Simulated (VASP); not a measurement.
# Li3B2H9 (P-3m1) in VASP: notebook, part 2 of 2

VASP 6.6.1. The steps go on from the part before.

## Step 4: Single point, PBE

Input file INCAR:

```
  PREC = Accurate
  ENCUT = 520
  EDIFF = 1E-6
  ISMEAR = 0
  SIGMA = 0.1
  LREAL = False
  LASPH = True
  NELM = 80
  ALGO = Normal
  ISIF = 2
  LWAVE = False
  LCHARG = False
  GGA = PE
  NBANDS = 25
```

Input file KPOINTS:

```
Automatic mesh
0
Gamma
  12 12 8
```

Input file POSCAR:

```
Li3B2H9
1.0
    4.3009116473      0.0000000000      0.0000000000
   -2.1504558236      3.7246987460      0.0000000000
    0.0000000000      0.0000000000      5.2920457350
Li B H
3 2 9
Direct
    0.3333333333      0.6666666667      0.8060867630
    0.6666666667      0.3333333333      0.1939132370
    0.0000000000      0.0000000000      0.5000000000
    0.3333333333      0.6666666667      0.2958091944
    0.6666666667      0.3333333333      0.7041908056
    0.8189198858      0.6378397716      0.8215740912
    0.3621602284      0.1810801142      0.8215740912
    0.8189198858      0.1810801142      0.8215740912
    0.1810801142      0.3621602284      0.1784259088
    0.6378397716      0.8189198858      0.1784259088
    0.1810801142      0.8189198858      0.1784259088
    0.5000000000      0.0000000000      0.5000000000
    0.0000000000      0.5000000000      0.5000000000
    0.5000000000      0.5000000000      0.5000000000
```

The run is started by

```bash
$ cat potpaw_PBE.64/Li_sv/POTCAR potpaw_PBE.64/B/POTCAR potpaw_PBE.64/H/POTCAR > POTCAR
$ mpirun -np 1 vasp_std > vasp.out
```

Wall time 1.8 min (1 thread of Intel Xeon 6975P-C (Granite Rapids), shared host); peak memory 0.33 GiB.

Results (log left out):

```yaml
Free_energy: -49.0702 eV
Largest_force: 0.022 eV/Å
Band_gap_on_the_k_mesh: zero (bands 12 and 13 overlap by 1.70 eV)
```

Forces on the atoms (eV/Å):
```
Li   0.000  0.000 -0.003
Li   0.000  0.000  0.003
Li   0.000  0.000  0.000
B    0.000  0.000  0.022
B    0.000  0.000 -0.022
H    0.000  0.009  0.005
H   -0.008 -0.004  0.005
H    0.008 -0.004  0.005
H    0.000 -0.009 -0.005
H    0.008  0.004 -0.005
H   -0.008  0.004 -0.005
H    0.000  0.000  0.000
H    0.000  0.000  0.000
H    0.000  0.000  0.000
```

Levels at points of the mesh, in eV from the Fermi level:
| k point | band 8 | band 9 | band 10 | band 11 | band 12 | band 13 | band 14 | band 15 | band 16 | band 17 |
| --- | --- | --- | --- | --- | --- | --- | --- | --- | --- | --- |
| (0.00, 0.00, 0.00) | -6.04 | -4.90 | -4.90 | -0.54 | -0.39 | -0.39 | 2.30 | 2.57 | 2.98 | 2.98 |
| (0.50, 0.00, 0.00) | -7.06 | -5.30 | -5.08 | -4.36 | -0.72 | 1.92 | 3.20 | 3.24 | 6.24 | 6.52 |
| (0.00, 0.00, 0.50) | -5.95 | -4.77 | -4.77 | -1.56 | -1.34 | -1.34 | 2.16 | 2.42 | 2.42 | 3.60 |
| (0.50, 0.00, 0.50) | -6.54 | -5.46 | -4.84 | -3.60 | 0.37 | 2.28 | 2.47 | 3.61 | 4.79 | 5.79 |

Caveat: the cutoff is under 1.25 times the usual one of these potentials, so pressure, stress and relaxed cells hold a basis-set (Pulay) error.

## Step 5: Relaxation of cell and atoms, PBE

This run uses another cell than the first one, of 8.52 Å³/atom.

Input file INCAR:

```
PREC = Accurate
ENCUT = 600
EDIFF = 1E-7
ISMEAR = 0
SIGMA = 0.1
LREAL = False
LASPH = True
NELM = 80
ALGO = Normal
ISIF = 3
LWAVE = False
LCHARG = False
GGA = PE
IBRION = 2
NSW = 90
EDIFFG = -0.04
```

Input file KPOINTS:

```
regular mesh
0
Gamma
  6 6 4
```

Input file POSCAR:

```
Li3B2H9
1.0
    4.7817000000      0.0000000000      0.0000000000
   -2.3908500000      4.1410736700      0.0000000000
    0.0000000000      0.0000000000      6.0249420000
Li B H
3 2 9
Direct
    0.3333333300      0.6666666700      0.8333333300
    0.6666666700      0.3333333300      0.1666666700
    0.0000000000      0.0000000000      0.5000000000
    0.3333333300      0.6666666700      0.3333333300
    0.6666666700      0.3333333300      0.6666666700
    0.8333333300      0.6666666700      0.8333333300
    0.3333333300      0.1666666700      0.8333333300
    0.8333333300      0.1666666700      0.8333333300
    0.1666666700      0.3333333300      0.1666666700
    0.6666666700      0.8333333300      0.1666666700
    0.1666666700      0.8333333300      0.1666666700
    0.5000000000      0.0000000000      0.5000000000
    0.0000000000      0.5000000000      0.5000000000
    0.5000000000      0.5000000000      0.5000000000
```

The run is started by

```bash
$ cat potpaw_PBE.64/Li_sv/POTCAR potpaw_PBE.64/B/POTCAR potpaw_PBE.64/H/POTCAR > POTCAR
$ mpirun -np 1 vasp_std > vasp.out
```

Wall time 5.7 min (1 thread of Intel Xeon 6975P-C (Granite Rapids), shared host); peak memory 0.3 GiB.

The run converged. Its results:

| Property | Result |
| --- | --- |
| Free energy | -49.0902 eV |
| Relaxed volume | 6.00 Å³/atom |
| Relaxed cell | a = 4.279 Å, b = 4.279 Å, c = 5.297 Å, α = 90.00°, β = 90.00°, γ = 120.00° |
| Space group after relaxing (to 0.1 Å) | P-3m1 (No. 164) |
| Energy gained by relaxing | 314.8 meV/atom |
| Ionic steps | 16 |
| Pressure after relaxing | 0.0 GPa |
| Largest force after relaxing | 0.033 eV/Å |
| Band gap on the k mesh | zero (bands 12 and 13 overlap by 1.73 eV) |

Forces on the atoms (eV/Å):
```
Li   0.000  0.000 -0.033
Li   0.000  0.000  0.033
Li   0.000  0.000  0.000
B    0.000  0.000 -0.023
B    0.000  0.000  0.023
H    0.000 -0.005 -0.025
H    0.004  0.002 -0.025
H   -0.004  0.002 -0.025
H    0.000  0.005  0.025
H   -0.004 -0.002  0.025
H    0.004 -0.002  0.025
H    0.000  0.000  0.000
H    0.000  0.000  0.000
H    0.000  0.000  0.000
```

Stress tensor (GPa, compression positive):
```
 0.16  0.00  0.00
 0.00  0.16  0.00
 0.00  0.00 -0.33
```

The path:
```csv
step,energy change (eV),largest force (eV/Å),pressure (GPa),volume (Å³)
1,0.0000,2.3596,-17.89,119.30
2,-3.0072,1.7649,-13.71,103.61
3,-4.2892,0.8615,-0.72,88.97
4,-4.3002,0.3881,-3.08,90.72
5,-4.3036,0.5229,-2.41,90.20
6,-4.3552,0.1544,-1.94,88.45
7,-4.3738,0.2795,-1.33,86.64
8,-4.3878,0.1186,-0.05,85.06
9,-4.3893,0.1619,0.58,84.34
10,-4.3981,0.0667,0.27,83.74
11,-4.3985,0.0636,0.19,83.58
12,-4.4008,0.0626,0.19,83.63
13,-4.4040,0.1058,0.19,83.77
14,-4.4056,0.0497,-0.03,83.91
15,-4.4059,0.0449,-0.16,83.99
16,-4.4069,0.0331,0.00,83.99
```

Final structure:
```
Li B H
1.0
     4.27908    0.00000    0.00000
    -2.13954    3.70579    0.00000
     0.00000    0.00000    5.29658
Li B H
3 2 9
Cartesian
  0.0000 2.4705 4.3166
  2.1395 1.2353 0.9800
  -2.1395 3.7058 2.6483
  0.0000 2.4705 1.5769
  2.1395 1.2353 3.7197
  2.1395 2.3689 4.3527
  1.1578 0.6685 4.3527
  3.1213 0.6685 4.3527
  0.0000 1.3369 0.9439
  0.9817 3.0373 0.9439
  -0.9817 3.0373 0.9439
  0.0000 3.7058 2.6483
  -1.0698 1.8529 2.6483
  1.0698 1.8529 2.6483
```

Levels at points of the mesh, in eV from the Fermi level:
```tsv
k point	band 9	band 10	band 11	band 12	band 13	band 14	band 15	band 16
(0.00, 0.00, 0.00)	-4.87	-4.87	-0.53	-0.35	-0.35	2.29	2.59	3.03
(0.50, 0.00, 0.00)	-5.31	-5.13	-4.32	-0.73	1.94	3.22	3.23	6.31
(0.00, 0.00, 0.50)	-4.73	-4.73	-1.56	-1.31	-1.31	2.13	2.45	2.45
(0.50, 0.00, 0.50)	-5.46	-4.87	-3.62	0.42	2.25	2.46	3.64	4.87
```

Caveat: the cutoff is under 1.25 times the usual one of these potentials, so pressure, stress and relaxed cells hold a basis-set (Pulay) error; the volume moved by over 15 % at a fixed basis, so the end points are rough.

## Step 6: The runs side by side

```csv
task,cell,k mesh,cutoff (eV),gap on the mesh (eV),largest force (eV/Å)
single point,"a = 4.301, b = 4.301, c = 5.292 Å, angles 90.0, 90.0, 120.0°, 14 atoms, atomic positions A",6 × 6 × 4,520,none,0.03
single point,"a = 4.782, b = 4.782, c = 6.025 Å, angles 90.0, 90.0, 120.0°, 14 atoms, atomic positions B",6 × 6 × 4,520,none,2.36
single point,"a = 4.301, b = 4.301, c = 5.292 Å, angles 90.0, 90.0, 120.0°, 14 atoms, atomic positions C",12 × 12 × 8,520,none,0.02
relaxation of cell and atoms,"relaxed from a = 4.782, b = 4.782, c = 6.025 Å, angles 90.0, 90.0, 120.0°, 14 atoms, atomic positions B",6 × 6 × 4,600,none,0.03
```

Alike in all rows: level PBE; potentials or basis VASP PAW PBE potentials, release 64 (Li_sv, B, H); no spin polarisation; smearing gaussian 0.1 eV.

Caveats: the cutoff is under 1.25 times the usual one of these potentials, so pressure, stress and relaxed cells hold a basis-set (Pulay) error; forces of over 1 eV/Å act on the atoms, so gaps and moduli don't describe the material at rest (at least some runs); the volume moved by over 15 % at a fixed basis, so the end points are rough (at least some runs).

Total energies depend on the potentials used, so only differences within one code and one set of settings carry meaning.
